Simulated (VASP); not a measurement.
Crystal: Ti.

```xyz
1
Lattice="-1.6519 1.6519 1.6519 1.6519 -1.6519 1.6519 1.6519 1.6519 -1.6519" Properties=species:S:1:pos:R:3 pbc="T T T"
Ti    0.0000    0.0000    0.0000
```

This cell differs from its parent crystal: volume scaled by 1.02.

Base run:

* Program: VASP 6.6.1
* Functional: PBEsol
* Potentials or basis: VASP PAW PBE potentials, release 64 (Ti_sv)
* Cutoff: 520 eV
* k mesh: 11 × 11 × 11
* Occupations: fermi-dirac, width 0.05 eV
* Spin: no spin polarisation

Its results: band gap on the k mesh zero (band 6 reaches 8.54 eV, above the bottom of band 7 at 7.01 eV); pressure -8.6 GPa.

The run is repeated on the same cell with these changes: functional from PBEsol to r2SCAN. What comes out?

Band gap on the k mesh zero (band 6 reaches 8.84 eV, above the bottom of band 7 at 7.13 eV); pressure -4.5 GPa.

Caveats: the PAW data sets were made with another functional, which shifts forces and pressure a little.
